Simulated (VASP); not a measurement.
Na, 1 atom in the cell. It takes space group Pm-3m (No. 221, cubic). The conventional cell has a = 2.518 Å, b = 2.518 Å, c = 2.518 Å, α = 90.00°, β = 90.00°, γ = 90.00°. Within 3.3 Å of Na (site symmetry m-3m) lie 6 Na at 2.52 Å.  This cell differs from its parent crystal: volume scaled by 0.4.

```yaml
Program: VASP 6.6.1
Task: density of states
Functional: PBE
Potentials_or_basis: VASP PAW PBE potentials, release 64 (Na_pv)
Cutoff: 520 eV
k_mesh: 12 × 12 × 12
Occupations: fermi-dirac, width 0.05 eV
Spin: no spin polarisation
Dipole_correction: no
k_mesh_for_the_DOS: 18 × 18 × 18
Occupations_for_the_DOS: tetrahedron
Further_INCAR_settings: ALGO = Normal; EDIFF = 1e-06
```

Potentials or basis: VASP PAW PBE potentials, release 64 (Na_pv).

The run is started by

```bash
$ cat potpaw_PBE.64/Na_pv/POTCAR > POTCAR
$ cp INCAR.step1 INCAR
$ cp KPOINTS.step1 KPOINTS
$ mpirun -np 1 vasp_std > vasp.out
$ cp INCAR.step2 INCAR
$ cp KPOINTS.step2 KPOINTS
$ mpirun -np 1 vasp_std > vasp.out
```

Hardware: 1 thread of Intel(R) Xeon(R) Platinum 8375C CPU @ 2.90GHz (Ice Lake), with other jobs on the host.

Question: How long does it take, and how much memory?

Answer: It took 21 s on 1 thread of Intel(R) Xeon(R) Platinum 8375C CPU @ 2.90GHz (Ice Lake) (shared host), peak memory 0.13 GiB. Counts: k points 220.
